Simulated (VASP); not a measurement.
# Ta (Im-3m) in VASP: a series of runs, part 2 of 2

VASP 6.6.1. The steps go on from the part before.

## 3. Single point, r2SCAN

File POSCAR:

```
Ta
1.0
   -1.6533592789      1.6533592789      1.6533592789
    1.6533592789     -1.6533592789      1.6533592789
    1.6533592789      1.6533592789     -1.6533592789
Ta
1
Direct
    0.0000000000      0.0000000000      0.0000000000
```

File INCAR.step1:

```
SYSTEM = Ta
  PREC = Accurate
  ENCUT = 520
  ISMEAR = -1
  SIGMA = 0.1
  LREAL = .FALSE.
  LASPH = .TRUE.
  NELM = 60
  NBANDS = 12
  GGA = PE
  ALGO = Normal
  EDIFF = 1E-4
  LWAVE = .TRUE.
  LCHARG = .FALSE.
```

File INCAR.step2:

```
SYSTEM = Ta
  PREC = Accurate
  ENCUT = 520
  EDIFF = 1E-6
  ISMEAR = -1
  SIGMA = 0.1
  LREAL = .FALSE.
  LASPH = .TRUE.
  NELM = 60
  ALGO = Normal
  ISIF = 2
  LWAVE = .FALSE.
  LCHARG = .FALSE.
  METAGGA = R2SCAN
  LMIXTAU = .TRUE.
  NBANDS = 12
  ISTART = 1
```

File KPOINTS:

```
regular mesh
0
G
  8 8 8
  0 0 0
```

Potentials or basis: VASP PAW PBE potentials, release 64 (Ta_pv).

Launch:

```sh
> cat potpaw_PBE.64/Ta_pv/POTCAR > POTCAR
> cp INCAR.step1 INCAR
> mpirun -np 1 vasp_std > vasp.out
> cp INCAR.step2 INCAR
> mpirun -np 1 vasp_std > vasp.out
```

Run time: 29 s. Hardware: 1 thread of Intel Xeon 8259CL, shared host; peak memory 0.14 GiB.

The run converged. Its results:

- Free energy: -48.6108 eV
- Pressure: -1.3 GPa

Levels at points of the mesh, in eV from the Fermi level:
```
           k point  band 3  band 4  band 5  band 6  band 7  band 8
(0.00, 0.00, 0.00)  -34.25   -8.36    0.81    0.81    0.81    4.29
(0.50, 0.00, 0.00)  -34.26   -4.58   -1.60    1.41    4.16    5.22
(0.50, 0.50, 0.50)  -35.10   -3.96   -3.96    7.06    7.06    7.06
```

Caveat: the PAW data sets were made with another functional, which shifts forces and pressure a little; spin-orbit coupling is left out, which moves the levels of the heavy elements.

## 4. Single point, r2SCAN

POSCAR is that of step 3.

File INCAR.step1:

```
SYSTEM = Ta
PREC = Accurate
ENCUT = 520
ISMEAR = -1
SIGMA = 0.1
LREAL = .FALSE.
LASPH = .TRUE.
NELM = 100
NBANDS = 12
GGA = PE
ALGO = Normal
EDIFF = 1E-4
LWAVE = .TRUE.
LCHARG = .FALSE.
```

File INCAR.step2:

```
SYSTEM = Ta
PREC = Accurate
ENCUT = 520
EDIFF = 1E-7
ISMEAR = -1
SIGMA = 0.1
LREAL = .FALSE.
LASPH = .TRUE.
NELM = 100
ALGO = Normal
ISIF = 2
LWAVE = .FALSE.
LCHARG = .FALSE.
METAGGA = R2SCAN
LMIXTAU = .TRUE.
NBANDS = 12
ISTART = 1
```

File KPOINTS:

```
regular mesh
0
G
  11 11 11
  0 0 0
```

Launch:

```sh
> cat potpaw_PBE.64/Ta_pv/POTCAR > POTCAR
> cp INCAR.step1 INCAR
> mpirun -np 1 vasp_std > vasp.out
> cp INCAR.step2 INCAR
> mpirun -np 1 vasp_std > vasp.out
```

It took 48 s on 1 thread of Intel Xeon 8259CL, shared host; peak memory 0.15 GiB.

It converged, with:

| Property | Result |
| --- | --- |
| Free energy | -48.6003 eV |
| Pressure | 0.2 GPa |

Levels at points of the mesh, in eV from the Fermi level:
```tsv
k point	band 4	band 5	band 6	band 7	band 8	band 9
(0.00, 0.00, 0.00)	-8.32	0.84	0.84	0.84	4.31	4.31
```

Caveat: the PAW data sets were made with another functional, which shifts forces and pressure a little; spin-orbit coupling is left out, which moves the levels of the heavy elements.

## 5. Single point, r2SCAN

POSCAR is that of step 4.

File INCAR.step1:

```
SYSTEM = Ta
PREC = Accurate ; ENCUT = 520
ISMEAR = -1 ; SIGMA = 0.1
LREAL = .False. ; LASPH = .True.
NELM = 60 ; NBANDS = 12
GGA = PE ; ALGO = Normal
EDIFF = 1E-4 ; LWAVE = .True.
LCHARG = .False.
```

File INCAR.step2:

```
SYSTEM = Ta
PREC = Accurate ; ENCUT = 520
EDIFF = 1E-7 ; ISMEAR = -1
SIGMA = 0.1 ; LREAL = .False.
LASPH = .True. ; NELM = 60
ALGO = Normal ; ISIF = 2
LWAVE = .False. ; LCHARG = .False.
METAGGA = R2SCAN ; LMIXTAU = .True.
NBANDS = 12 ; ISTART = 1
```

File KPOINTS:

```
Automatic mesh
0
Gamma
  13 13 13
  0 0 0
```

Launch:

```sh
> cat potpaw_PBE.64/Ta_pv/POTCAR > POTCAR
> cp INCAR.step1 INCAR
> mpirun -np 1 vasp_std > vasp.out
> cp INCAR.step2 INCAR
> mpirun -np 1 vasp_std > vasp.out
```

Run time: 69 s. Hardware: 1 thread of Intel Xeon 8259CL, shared host; peak memory 0.16 GiB.

The run converged. Its results:

| Property | Result |
| --- | --- |
| Free energy | -48.6021 eV |
| Pressure | 0.6 GPa |

Levels at points of the mesh, in eV from the Fermi level:
```
           k point  band 3  band 4  band 5  band 6  band 7  band 8
(0.00, 0.00, 0.00)  -34.24   -8.32    0.84    0.84    0.84    4.32
```

Caveat: the PAW data sets were made with another functional, which shifts forces and pressure a little; spin-orbit coupling is left out, which moves the levels of the heavy elements.

## 6. Single point, r2SCAN

POSCAR is that of step 5.

File INCAR.step1:

```
PREC = Accurate ; ENCUT = 520
ISMEAR = -1 ; SIGMA = 0.1
LREAL = False ; LASPH = True
NELM = 80 ; NBANDS = 12
GGA = PE ; ALGO = Normal
EDIFF = 1E-4 ; LWAVE = True
LCHARG = False
```

File INCAR.step2:

```
PREC = Accurate ; ENCUT = 520
EDIFF = 1E-6 ; ISMEAR = -1
SIGMA = 0.1 ; LREAL = False
LASPH = True ; NELM = 80
ALGO = Normal ; ISIF = 2
LWAVE = False ; LCHARG = True
METAGGA = R2SCAN ; LMIXTAU = True
LELF = True ; LVHAR = True
NBANDS = 12 ; ISTART = 1
```

File KPOINTS:

```
Automatic mesh
0
Gamma
  13 13 13
```

Potentials or basis: VASP PAW PBE potentials, release 64 (Ta_pv).

Launch:

```sh
> cat potpaw_PBE.64/Ta_pv/POTCAR > POTCAR
> cp INCAR.step1 INCAR
> mpirun -np 1 vasp_std > vasp.out
> cp INCAR.step2 INCAR
> mpirun -np 1 vasp_std > vasp.out
```

OUTCAR:

```text
PREC = Accurate
   ENCUT = 520
   EDIFF = 1E-6
   ISMEAR = -1
   LREAL = False
   LASPH = True
   NELM = 80
   ISIF = 2
   METAGGA = R2SCAN
   ISTART = 1

 ion  position               nearest neighbor table
   1  0.000  0.000  0.000-

  LATTYP: Found a body centered cubic cell.
 ALAT       =     3.3067185578

  Lattice vectors:

 A1 = (  -1.6533592789,   1.6533592789,   1.6533592789)
 A2 = (   1.6533592789,  -1.6533592789,   1.6533592789)
[... 530 lines left out ...]
      3     -29.0097      2.00000
      4       0.6218      2.00000
      5       4.1948      1.99997
      6       4.5879      1.99830
      7       9.3864      0.00000
      8      10.0419      0.00000
      9      11.0875      0.00000
     10      17.3858      0.00000
     11      20.6888      0.00000
     12      20.8897      0.00000

 [... further k-points ...]
[... 5 lines left out ...]
  --------------------------------------------------------------------------------------
  -------------------------------------------------------------------------------------
  Total        0.0728963      0.0728963      0.0728963     -0.0000000     -0.0000000      0.0000000
  in kB        6.4603212      6.4603212      6.4603212     -0.0000000     -0.0000000      0.0000000
  external PRESSURE =       6.4603212 kB  Pullay stress =       0.0000000 kB

 VOLUME and BASIS-vectors are now :
 -----------------------------------------------------------------------------
  energy-cutoff  :      520.00
  volume of cell :       18.08
      direct lattice vectors                 reciprocal lattice vectors
    -1.653359279  1.653359279  1.653359279     0.000000000  0.302414609  0.302414609
     1.653359279 -1.653359279  1.653359279     0.302414609  0.000000000  0.302414609
     1.653359279  1.653359279 -1.653359279     0.302414609  0.302414609  0.000000000

 POSITION                                       TOTAL-FORCE (eV/Angst)
 -----------------------------------------------------------------------------------
      0.00000      0.00000      0.00000         0.000000     -0.000000      0.000000
 -----------------------------------------------------------------------------------
    total drift:                                0.000000      0.000000      0.000000

  FREE ENERGIE OF THE ION-ELECTRON SYSTEM (eV)
  ---------------------------------------------------
  free  energy   TOTEN  =       -48.6020611722 eV

  energy  without entropy=      -48.5611772152  energy(sigma->0) =      -48.58161919
```

OUTCAR.step1:

```text
PREC = Accurate
   ENCUT = 520
   ISMEAR = -1
   LREAL = False
   LASPH = True
   NELM = 80
[... 575 lines left out ...]
 POSITION                                       TOTAL-FORCE (eV/Angst)
 -----------------------------------------------------------------------------------
      0.00000      0.00000      0.00000         0.000000      0.000000     -0.000000
 -----------------------------------------------------------------------------------
    total drift:                               -0.000000      0.000000     -0.000000

  FREE ENERGIE OF THE ION-ELECTRON SYSTEM (eV)
  ---------------------------------------------------
  free  energy   TOTEN  =       -11.8335069735 eV

  energy  without entropy=      -11.7889615722  energy(sigma->0) =      -11.81123427
```

Wall time 62 s (1 thread of Intel Xeon 8259CL, shared host); peak memory 0.16 GiB.

What came out:

```yaml
Free_energy: -48.6021 eV
Pressure: 0.6 GPa
```

Caveat: the PAW data sets were made with another functional, which shifts forces and pressure a little; spin-orbit coupling is left out, which moves the levels of the heavy elements.

## 7. Summary

| k mesh | gap on the mesh (eV) | pressure (GPa) |
| --- | --- | --- |
| 6 × 6 × 6 | none | 2.9 |
| 8 × 8 × 8 | none | -1.3 |
| 11 × 11 × 11 | none | 0.2 |
| 13 × 13 × 13 | none | 0.6 |

Alike in all rows: task single point; level r2SCAN; potentials or basis VASP PAW PBE potentials, release 64 (Ta_pv); no spin polarisation; cell as given; cutoff (eV) 520; smearing fermi-dirac 0.1 eV.

Caveats: some runs use coarse meshes; the PAW data sets were made with another functional, which shifts forces and pressure a little; spin-orbit coupling is left out, which moves the levels of the heavy elements.

Total energies depend on the potentials used, so only differences within one code and one set of settings carry meaning.
